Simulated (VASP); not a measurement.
# ZnS (P1) in VASP: further runs

Runs on ZnS. Level: PBE. Tasks: single point, relaxation of cell and atoms.

All numbers are computed with VASP 6.6.1; they aren't measurements. Logs are shortened: lines on timing, memory, paths and dates and some standing lists are left out, and cuts for length are marked.

## (1) The cell of the first run

The typed cell holds 4 atoms: a = 3.845 Å, b = 3.845 Å, c = 6.305 Å, α = 90.00°, β = 90.00°, γ = 120.00°.

## (2) Single point, PBE (atoms moved at random)

Input file INCAR:

```
  ALGO = Normal
  EDIFF = 1E-6
  ENCUT = 500
  GGA = PE
  GGA_COMPAT = False
  ISIF = 2
  ISMEAR = 0
  LASPH = True
  LCHARG = False
  LREAL = False
  LWAVE = False
  NBANDS = 26
  NELM = 120
  PREC = Accurate
  SIGMA = 0.05
```

Input file KPOINTS:

```
k-points
0
Gamma
  6 6 4
```

Input file POSCAR:

```
ZnS
1.0
    3.8454929889      0.0000000000      0.0000000000
   -1.9227464944      3.3302946184      0.0000000000
    0.0000000000      0.0000000000      6.3053333047
Zn S
2 2
Direct
    0.3471936601      0.6685133852      0.0352026153
    0.6680944294      0.3503761190      0.5040312806
    0.3611826853      0.6565513030      0.3473158814
    0.6235292252      0.3245591928      0.8834502228
```

Potentials or basis: VASP PAW PBE potentials, release 64 (Zn, S).

Launch:

```
$ cat potpaw_PBE.64/Zn/POTCAR potpaw_PBE.64/S/POTCAR > POTCAR
$ mpirun -np 1 vasp_std > vasp.out
```

OUTCAR:

```text
EDIFF = 1E-6
   ENCUT = 500
   GGA = PE
   ISIF = 2
   ISMEAR = 0
   LASPH = True
   LREAL = False
   NELM = 120
   PREC = Accurate

 ion  position               nearest neighbor table
   1  0.347  0.669  0.035-   3 1.97   4 2.28   4 2.39   4 2.59
   2  0.668  0.350  0.504-   3 2.27   4 2.40   3 2.52   3 2.52
   3  0.361  0.657  0.347-   1 1.97   2 2.27   2 2.52   2 2.52
   4  0.624  0.325  0.883-   1 2.28   1 2.39   2 2.40   1 2.59

  LATTYP: Found a hexagonal cell.
 ALAT       =     3.8454929889
 C/A-ratio  =     1.6396683918

  Lattice vectors:

 A1 = (   3.8454929889,   0.0000000000,   0.0000000000)
 A2 = (  -1.9227464944,   3.3302946184,   0.0000000000)
 A3 = (   0.0000000000,   0.0000000000,   6.3053333047)

Analysis of symmetry for initial positions (statically):
=====================================================================
 Subroutine PRICEL returns:
 Original cell was already a primitive cell.

 Routine SETGRP: Setting up the symmetry group for a
 hexagonal supercell.

 Subroutine GETGRP returns: Found  1 space group operations
 (whereof  1 operations were pure point group operations)
 out of a pool of 24 trial point group operations.

The static configuration has the point symmetry C_1 .

Analysis of symmetry for dynamics (positions and initial velocities):
=====================================================================
 Subroutine PRICEL returns:
 Original cell was already a primitive cell.

 Routine SETGRP: Setting up the symmetry group for a
 hexagonal supercell.

 Subroutine GETGRP returns: Found  1 space group operations
 (whereof  1 operations were pure point group operations)
 out of a pool of 24 trial point group operations.

The dynamic configuration has the point symmetry C_1 .

 Subroutine INISYM returns: Found  1 space group operations
 (whereof  1 operations are pure point group operations),
 and found     1 'primitive' translations

----------------------------------------------------------------------------------------

                                     Primitive cell

  volume of cell :      80.7500

  direct lattice vectors                    reciprocal lattice vectors
     3.845492989  0.000000000  0.000000000     0.260044682  0.150136867  0.000000000
    -1.922746494  3.330294618  0.000000000     0.000000000  0.300273734  0.000000000
     0.000000000  0.000000000  6.305333305     0.000000000  0.000000000  0.158595898

  length of vectors
     3.845492989  3.845492989  6.305333305     0.300273734  0.300273734  0.158595898

  position of ions in fractional coordinates (direct lattice)
     0.347193660  0.668513385  0.035202615
     0.668094429  0.350376119  0.504031281
     0.361182685  0.656551303  0.347315881
     0.623529225  0.324559193  0.883450223

  ion indices of the primitive-cell ions
   primitive index   ion index
                 1           1
                 2           2
                 3           3
                 4           4

----------------------------------------------------------------------------------------

 KPOINTS: k-points

Automatic generation of k-mesh.
 Grid dimensions read from file:
 generate k-points for:    6    6    4

 Generating k-lattice:

  Cartesian coordinates                     Fractional coordinates (reciprocal lattice)
     0.043340780  0.025022811  0.000000000     0.166666667  0.000000000  0.000000000
     0.000000000  0.050045622  0.000000000     0.000000000  0.166666667  0.000000000
     0.000000000  0.000000000  0.039648975     0.000000000  0.000000000  0.250000000

  Length of vectors
     0.050045622  0.050045622  0.039648975

  Shift w.r.t. Gamma in fractional coordinates (k-lattice)
     0.000000000  0.000000000  0.000000000

 Subroutine IBZKPT returns following result:
 ===========================================

 Found     76 irreducible k-points:

 Following reciprocal coordinates:
            Coordinates               Weight
  0.000000  0.000000  0.000000      1.000000
  0.166667 -0.000000  0.000000      2.000000
  0.000000  0.166667  0.000000      2.000000
 -0.166667  0.166667  0.000000      2.000000
  0.333333  0.000000  0.000000      2.000000
  0.000000  0.333333  0.000000      2.000000
[... 16 lines left out ...]
  0.000000  0.166667  0.250000      2.000000
 -0.166667  0.166667  0.250000      2.000000
 [... further k-points ...]
   k-points           NKPTS =     76   k-points in BZ     NKDIM =     76   number of bands    NBANDS=     26
   number of dos      NEDOS =    301   number of ions     NIONS =      4
   total plane-waves  NPLWV =  37632
   dimension x,y,z NGX =    28 NGY =   28 NGZ =   48
   dimension x,y,z NGXF=    56 NGYF=   56 NGZF=   96
   ions per type =               2   2
   NGX,Y,Z   is equivalent  to a cutoff of  12.10, 12.10, 12.66 a.u.
   NGXF,Y,Z  is equivalent  to a cutoff of  24.21, 24.21, 25.31 a.u.
 SYSTEM =  unknown system
   PREC   = accura    normal or accurate (medium, high low for compatibility)
   ISTART =      0    job   : 0-new  1-cont  2-samecut
   ICHARG =      2    charge: 1-file 2-atom 10-const
   ISPIN  =      1    spin polarized calculation?
   LNONCOLLINEAR =      F non collinear calculations
   LSORBIT =      F    spin-orbit coupling
   LASPH  =      T    aspherical Exc in radial PAW
   ENCUT  =  500.0 eV  36.75 Ry    6.06 a.u.   7.01  7.01 11.50*2*pi/ulx,y,z
   NELM   =    120;   NELMIN=  2; NELMDL= -5     # of ELM steps
   EDIFF  = 0.1E-05   stopping-criterion for ELM
   LREAL  =      F    real-space projection
   EDIFFG = 0.1E-04   stopping-criterion for IOM
   NSW    =      0    number of steps for IOM
   IBRION =     -1    ionic relax: 0-MD 1-quasi-New 2-CG
   NFREE  =      0    steps in history (QN), initial steepest desc. (CG)
   ISIF   =      2    stress and relaxation
   ISYM   =      2    0-nonsym 1-usesym 2-fastsym
   POTIM  = 0.5000    time-step for ionic-motion
   TEBEG  =    0.0;   TEEND  =   0.0 temperature during run
   PSTRESS=    0.0 pullay stress
   NELECT =      36.0000    total number of electrons
   NUPDOWN=      -1.0000    fix difference up-down
   EMIN   =  10.00;   EMAX   =-10.00  energy-range for DOS
   EFERMI =   0.00;   METHOD = LEGACY
   ISMEAR =     0;   SIGMA  =   0.05  broadening in eV -4-tet -1-fermi 0-gaus
   EFERMI_NEDOS =   21; number of points for ismear=-14 and -15
   IALGO  =     38    algorithm
   IMIX   =      4    mixing-type and parameters
     AMIX     =   0.40;   BMIX     =  1.00
     AMIX_MAG =   1.60;   BMIX_MAG =  1.00
  volume/ion in A,a.u.               =      20.19       136.23
  Fermi-wavevector in a.u.,A,eV,Ry     =   1.250628  2.363344 21.280464  1.564070
  Thomas-Fermi vector in A             =   2.384613
   LORBIT       =      0    0 simple, 1 ext, 2 COOP (PROOUT), +10 PAW based schemes
   GGA     = PE    functional components
   LHFCALC =     F    Hartree Fock is set to
   AEXX    =    0.0000 exact exchange contribution
   IVDW    =     0    specifies the selected vdW correction
   LEPSILON=     F    determine dielectric tensor
   LRPA    =     F    only Hartree local field effects (RPA)
 non-spin polarized calculation
 Gauss-broadening in eV      SIGMA  =   0.05
  energy-cutoff  :      500.00
  volume of cell :       80.75
 maximum number of plane-waves:      2063
   NGX = 13   NGY = 13   NGZ = 23

 number of electron      35.9999996 magnetization

 Free energy of the ion-electron system (eV)
  ---------------------------------------------------
  ext. energy  EPLUGINS =         0.00000000
  ---------------------------------------------------
  free energy    TOTEN  =       -12.72989121 eV

  energy without entropy =      -12.72989121  energy(sigma->0) =      -12.72989121

 E-fermi :   2.2889     XC(G=0):  -9.5056

 val. band max:        2.0624763183   @ k =   0.0000   0.0000   0.0000
 cond. band min:       3.8946452630   @ k =   0.0000   0.0000   0.0000
 fundamental gap:      1.8321689446
 Fermi energy:         2.2888838515

 k-point     1 :       0.0000    0.0000    0.0000
  band No.  band energies     occupation
      1     -11.4452      2.00000
      2     -10.0674      2.00000
      3      -4.9750      2.00000
      4      -4.6047      2.00000
      5      -4.4631      2.00000
      6      -4.3435      2.00000
[... 18 lines left out ...]
     25      10.4586      0.00000
     26      11.2544      0.00000

 k-point     2 :       0.1667   -0.0000    0.0000
  band No.  band energies     occupation
      1     -11.3030      2.00000
      2      -9.9738      2.00000
      3      -4.9387      2.00000
      4      -4.6072      2.00000
      5      -4.4877      2.00000
      6      -4.3124      2.00000
[... 18 lines left out ...]
     25      10.3707      0.00000
     26      10.9171      0.00000

 k-point     3 :       0.0000    0.1667    0.0000
  band No.  band energies     occupation
      1     -11.2985      2.00000
      2      -9.9729      2.00000
      3      -4.9383      2.00000
      4      -4.6105      2.00000
      5      -4.4804      2.00000
      6      -4.3108      2.00000
[... 18 lines left out ...]
     25      10.4450      0.00000
     26      10.9407      0.00000

 k-point     4 :      -0.1667    0.1667    0.0000
  band No.  band energies     occupation
      1     -11.2905      2.00000
      2      -9.9749      2.00000
      3      -4.9256      2.00000
      4      -4.6254      2.00000
      5      -4.4564      2.00000
      6      -4.3250      2.00000
[... 18 lines left out ...]
     25      10.1436      0.00000
     26      10.5911      0.00000

 k-point     5 :       0.3333    0.0000    0.0000
  band No.  band energies     occupation
      1     -10.9871      2.00000
      2      -9.7806      2.00000
      3      -4.8826      2.00000
      4      -4.6122      2.00000
      5      -4.5305      2.00000
      6      -4.2997      2.00000
[... 18 lines left out ...]
     25      11.3365      0.00000
     26      11.5557      0.00000

 k-point     6 :       0.0000    0.3333    0.0000
  band No.  band energies     occupation
      1     -10.9702      2.00000
      2      -9.7798      2.00000
      3      -4.8812      2.00000
      4      -4.6035      2.00000
      5      -4.5214      2.00000
      6      -4.2590      2.00000
[... 427 lines left out ...]
 k-point    21 :       0.0000    0.0000    0.2500
  band No.  band energies     occupation
      1     -11.3805      2.00000
      2     -10.1734      2.00000
      3      -5.0207      2.00000
      4      -4.5921      2.00000
      5      -4.4643      2.00000
      6      -4.3758      2.00000
[... 18 lines left out ...]
     25      10.0411      0.00000
     26      10.7622      0.00000

 k-point    22 :       0.1667   -0.0000    0.2500
  band No.  band energies     occupation
      1     -11.2466      2.00000
      2     -10.0619      2.00000
      3      -4.9840      2.00000
      4      -4.5867      2.00000
      5      -4.4822      2.00000
      6      -4.3737      2.00000
[... 18 lines left out ...]
     25      10.4764      0.00000
     26      10.9123      0.00000

 k-point    23 :       0.0000    0.1667    0.2500
  band No.  band energies     occupation
      1     -11.2435      2.00000
      2     -10.0581      2.00000
      3      -4.9791      2.00000
      4      -4.6085      2.00000
      5      -4.4733      2.00000
      6      -4.3461      2.00000
[... 18 lines left out ...]
     25      10.2982      0.00000
     26      10.6276      0.00000

 k-point    24 :      -0.1667    0.1667    0.2500
  band No.  band energies     occupation
      1     -11.2355      2.00000
      2     -10.0597      2.00000
      3      -4.9635      2.00000
      4      -4.6286      2.00000
      5      -4.4539      2.00000
      6      -4.3572      2.00000
[... 18 lines left out ...]
     25       9.8503      0.00000
     26      10.5332      0.00000

 [... further k-points ...]

------------------------ aborting loop because EDIFF is reached ----------------------------------------

  FORCE on cell =-STRESS in cart. coord.  units (eV):
  Direction    XX          YY          ZZ          XY          YZ          ZX
  --------------------------------------------------------------------------------------
  -------------------------------------------------------------------------------------
  Total        0.0706138     -0.5606753      8.0536243     -1.2884085     -0.2703823      0.3618565
  in kB        1.4010626    -11.1244690    159.7935403    -25.5635653     -5.3647075      7.1796654
  external PRESSURE =      50.0233780 kB  Pullay stress =       0.0000000 kB

 VOLUME and BASIS-vectors are now :
 -----------------------------------------------------------------------------
  energy-cutoff  :      500.00
  volume of cell :       80.75
      direct lattice vectors                 reciprocal lattice vectors
     3.845492989  0.000000000  0.000000000     0.260044682  0.150136867  0.000000000
    -1.922746494  3.330294618  0.000000000     0.000000000  0.300273734  0.000000000
     0.000000000  0.000000000  6.305333305     0.000000000  0.000000000  0.158595898

 POSITION                                       TOTAL-FORCE (eV/Angst)
 -----------------------------------------------------------------------------------
      0.04975      2.22635      0.22196        -0.761349      0.177149     -4.981485
      1.89547      1.16686      3.17809         0.591496     -0.434975      0.307596
      0.12654      2.18651      2.18994        -0.699064      0.356586      5.436268
      1.77373      1.08088      5.57045         0.868916     -0.098760     -0.762380
 -----------------------------------------------------------------------------------
    total drift:                                0.000218     -0.000261     -0.000629

  FREE ENERGIE OF THE ION-ELECTRON SYSTEM (eV)
  ---------------------------------------------------
  free  energy   TOTEN  =       -12.7298912105 eV

  energy  without entropy=      -12.7298912105  energy(sigma->0) =      -12.72989121
```

Wall time 68 s (1 thread of Intel Xeon 6975P-C (Granite Rapids), shared host); peak memory 0.25 GiB.

Results:

| Item | Value |
| --- | --- |
| Free energy | -12.7299 eV |
| Pressure | 5.0 GPa |
| Largest force | 5.493 eV/Å |
| Band gap on the k mesh | 1.83 eV |

Forces in eV/Å, atoms in the order of the input:
```
Zn  -0.761  0.177 -4.981
Zn   0.591 -0.435  0.308
S   -0.699  0.357  5.436
S    0.869 -0.099 -0.762
```

Stress tensor (GPa, compression positive):
```
 0.14 -2.56  0.72
-2.56 -1.11 -0.54
 0.72 -0.54 15.98
```

Levels at points of the mesh, in eV from the valence-band top:
```csv
k point,band 14,band 15,band 16,band 17,band 18,band 19,band 20,band 21,band 22,band 23
"(0.00, 0.00, 0.00)",-1.46,-0.93,-0.38,-0.04,0.00,1.83,3.35,6.15,6.26,6.41
"(0.50, 0.00, 0.00)",-3.88,-3.27,-2.39,-1.57,-0.64,3.23,3.94,4.21,6.24,7.34
"(0.00, 0.50, 0.00)",-3.86,-3.47,-2.33,-1.84,-0.63,3.32,4.24,4.71,6.27,7.14
"(0.50, 0.50, 0.00)",-4.29,-3.14,-2.39,-2.22,-0.61,3.62,4.52,5.29,6.26,6.84
"(0.00, 0.00, 0.50)",-2.80,-1.15,-0.80,-0.43,-0.13,3.27,3.70,5.74,6.29,6.56
"(0.50, 0.00, 0.50)",-4.38,-2.20,-1.94,-1.65,-1.19,3.01,3.61,4.84,5.46,7.97
"(0.00, 0.50, 0.50)",-4.57,-2.10,-1.88,-1.54,-1.12,2.81,3.46,4.94,5.51,8.04
"(0.50, 0.50, 0.50)",-4.91,-1.95,-1.90,-1.51,-1.13,2.71,3.48,5.23,5.79,7.93
```

Caveat: the cell differs from its parent crystal (atoms moved at random); the cell stands under pressure; forces of over 1 eV/Å act on the atoms, so gaps and moduli don't describe the material at rest.

## (3) Relaxation of cell and atoms, PBE

Input file INCAR:

```
SYSTEM = ZnS
PREC = Accurate ; ENCUT = 500
EDIFF = 1E-7 ; ISMEAR = 0
SIGMA = 0.05 ; LREAL = .False.
LASPH = .True. ; NELM = 120
ALGO = Normal ; ISIF = 3
LWAVE = .False. ; LCHARG = .False.
GGA = PE ; IBRION = 2
NSW = 100 ; EDIFFG = -0.01
GGA_COMPAT = .False. ; NELMIN = 4
```

Input file KPOINTS:

```
regular mesh
0
Gamma
  6 6 4
  0 0 0
```

POSCAR is that of step 2.

Potentials or basis: VASP PAW PBE potentials, release 64 (Zn, S).

Launch:

```
$ cat potpaw_PBE.64/Zn/POTCAR potpaw_PBE.64/S/POTCAR > POTCAR
$ mpirun -np 1 vasp_std > vasp.out
```

It took 13 min on 1 thread of Intel Xeon 6975P-C (Granite Rapids), shared host; peak memory 0.26 GiB.

Results (log left out):

```
Free energy                           : -13.6904 eV
Relaxed volume                        : 20.22 Å³/atom
Relaxed cell                          : a = 3.848 Å, b = 3.847 Å, c = 6.309 Å, α = 90.01°, β = 90.00°, γ = 120.00°
Space group after relaxing (to 0.1 Å) : P6_3mc (No. 186)
Energy gained by relaxing             : 240.1 meV/atom
Ionic steps                           : 23
Pressure after relaxing               : 0.0 GPa
Largest force after relaxing          : 0.007 eV/Å
Band gap on the k mesh                : 2.07 eV
```

Forces on the atoms (eV/Å):
```
Zn  -0.002  0.002  0.005
Zn   0.000 -0.004  0.003
S   -0.001  0.004 -0.002
S    0.003 -0.002 -0.006
```

Step by step:
```csv
step,energy change (eV),largest force (eV/Å),pressure (GPa),volume (Å³)
1,0.0000,5.4927,4.96,80.75
2,-0.6140,0.6325,-3.36,87.98
3,-0.7663,0.8158,-2.38,84.67
4,-0.9065,0.4246,-0.69,81.66
5,-0.9265,0.2903,0.55,80.16
6,-0.9446,0.2051,0.15,80.64
7,-0.9488,0.2027,-0.11,81.02
8,-0.9557,0.1046,-0.13,81.03
9,-0.9567,0.1106,-0.13,81.03
10,-0.9582,0.0472,0.11,80.79
11,-0.9583,0.0492,0.12,80.75
12,-0.9587,0.0375,-0.04,80.94
13,-0.9587,0.0446,-0.12,81.04
14,-0.9591,0.0416,-0.09,81.00
15,-0.9596,0.0354,0.04,80.87
16,-0.9596,0.0408,0.05,80.84
17,-0.9600,0.0310,0.02,80.87
18,-0.9601,0.0294,0.00,80.90
19,-0.9601,0.0297,-0.01,80.91
20,-0.9603,0.0219,-0.01,80.92
21,-0.9604,0.0224,-0.02,80.94
22,-0.9604,0.0243,-0.02,80.94
23,-0.9605,0.0067,0.03,80.88
```

Final structure:
```
CELL_PARAMETERS angstrom
3.84772 -0.00045 0.00015
-1.92316 3.33226 0.00057
0.00028 -0.00168 6.30856
ATOMIC_POSITIONS crystal
Zn 0.33316 0.66653 0.00516
Zn 0.66691 0.33354 0.50522
S 0.33342 0.66660 0.37978
S 0.66651 0.33333 0.87984
```

Levels at points of the mesh, in eV from the valence-band top:
```csv
k point,band 14,band 15,band 16,band 17,band 18,band 19,band 20,band 21,band 22
"(0.00, 0.00, 0.00)",-0.85,-0.85,-0.07,0.00,0.00,2.07,3.05,6.33,6.33
"(0.50, 0.00, 0.00)",-4.01,-3.14,-2.14,-1.60,-0.85,3.69,4.17,5.14,6.93
"(0.00, 0.50, 0.00)",-4.01,-3.14,-2.14,-1.60,-0.85,3.68,4.17,5.14,6.93
"(0.50, 0.50, 0.00)",-4.01,-3.13,-2.14,-1.60,-0.85,3.68,4.17,5.14,6.93
"(0.00, 0.00, 0.50)",-2.80,-0.45,-0.45,-0.45,-0.44,3.47,3.47,6.75,6.76
"(0.50, 0.00, 0.50)",-4.73,-1.56,-1.56,-1.54,-1.54,3.54,3.54,5.24,5.24
"(0.00, 0.50, 0.50)",-4.73,-1.56,-1.56,-1.54,-1.54,3.54,3.54,5.24,5.24
"(0.50, 0.50, 0.50)",-4.73,-1.56,-1.56,-1.54,-1.54,3.54,3.54,5.24,5.24
```
